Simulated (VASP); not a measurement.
Write the native input for VASP 6.6.1 that does the following.

```
Task                   : relaxation of cell and atoms
Functional             : PBEsol
Potentials or basis    : VASP PAW PBE potentials, release 64 (Mg, O)
Cutoff                 : 600 eV
k mesh                 : 6 × 6 × 4
Occupations            : fermi-dirac, width 0.02 eV
Spin                   : no spin polarisation
Target pressure        : 4 GPa
Dipole correction      : no
Further INCAR settings : ALGO = Normal; EDIFF = 1e-07; IBRION = 2; EDIFFG = -0.01; NSW = 80; ISIF = 3
```

The structure of MgO lies in POSCAR:

```
MgO
1.0
    3.3077869900      0.0000000000      0.0000000000
   -1.6538934900      2.8646275600      0.0000000000
    0.0000000000      0.0000000000      4.9828816700
Mg O
2 2
Direct
    0.3333333300      0.6666666700      0.0021597400
    0.6666666700      0.3333333300      0.5021597400
    0.3333333300      0.6666666700      0.4024402600
    0.6666666700      0.3333333300      0.9024402600
```

The input as run:

INCAR

```
ALGO     = Normal         # electronic algorithm
EDIFF    = 1E-7           # SCF threshold, eV
EDIFFG   = -0.01          # ionic threshold
ENCUT    = 600            # plane-wave cutoff, eV
GGA      = PS             # functional
IBRION   = 2              # ionic algorithm
ISIF     = 3              # what is computed and relaxed
ISMEAR   = -1             # smearing method
LASPH    = T              # aspherical terms in the spheres
LCHARG   = F              # write CHGCAR
LREAL    = F              # projectors in reciprocal space
LWAVE    = F              # write WAVECAR
NELM     = 60             # most SCF steps
NSW      = 80             # ionic steps
PREC     = Accurate       # precision mode
PSTRESS  = 40.0         
SIGMA    = 0.02           # smearing width, eV
```

KPOINTS

```
k-points
0
Gamma
  6 6 4
```

Potentials or basis: VASP PAW PBE potentials, release 64 (Mg, O).

Launch:

```bash
$ cat potpaw_PBE.64/Mg/POTCAR potpaw_PBE.64/O/POTCAR > POTCAR
$ mpirun -np 1 vasp_std > vasp.out
```

It gave:

```json
{
 "Relaxed volume": "10.73 Å³/atom",
 "Relaxed cell": "a = 3.455 Å, b = 3.455 Å, c = 4.153 Å, α = 90.00°, β = 90.00°, γ = 120.00°",
 "Space group after relaxing (to 0.1 Å)": "P6_3/mmc (No. 194)",
 "Energy change on relaxing (the run minimises the enthalpy)": "-49.5 meV/atom",
 "Ionic steps": "41",
 "Pressure after relaxing": "4.0 GPa",
 "Largest force after relaxing": "0.006 eV/Å",
 "Band gap on the k mesh": "3.43 eV"
}
```

Caveat: the cell is relaxed towards a set pressure, so the run minimises the enthalpy, not the energy; a cell axis changed by over 15 % at a fixed basis, so the end point is rough; the PAW data sets were made with another functional, which shifts forces and pressure a little.

Wall time 3.6 min on 1 thread of Intel(R) Xeon(R) Platinum 8559C (Emerald Rapids), with other jobs on the host, peak memory 0.18 GiB.
